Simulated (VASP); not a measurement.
Here is a VASP 6.6.1 calculation.

The input INCAR:

```
SYSTEM = Ru
PREC = Accurate ; ENCUT = 520
EDIFF = 1E-6 ; ISMEAR = -1
SIGMA = 0.1 ; LREAL = .FALSE.
LASPH = .TRUE. ; NELM = 80
ALGO = Normal ; ISIF = 2
LWAVE = .FALSE. ; LCHARG = .FALSE.
GGA = PE ; NBANDS = 36
```

KPOINTS

```
Automatic mesh
0
G
  15 15 4
  0 0 0
```

File POSCAR:

```
Ru
1.0
    2.5970396652      0.0000000000      0.0000000000
   -1.2985198326      2.2491023247      0.0000000000
    0.0000000000      0.0000000000      8.3377684866
Ru
4
Direct
    1.0000000000      1.0000000000      0.0000000000
    1.0000000000      1.0000000000      0.5000000000
    0.3333333333      0.6666666667      0.2500000000
    0.6666666667      0.3333333333      0.7500000000
```

Potentials or basis: VASP PAW PBE potentials, release 64 (Ru_pv).

The run is started by

```console
$ cat potpaw_PBE.64/Ru_pv/POTCAR > POTCAR
$ mpirun -np 1 vasp_std > vasp.out
```

Problem. Predict the pressure.

Solution. 53.2 GPa.

Problem. Estimate the band gap on the k mesh.

Solution. Zero (band 28 reaches 16.79 eV, above the bottom of band 29 at 13.43 eV).

Stress tensor (GPa, compression positive):
```
52.03  0.00  0.00
 0.00 52.03  0.00
 0.00  0.00 55.55
```
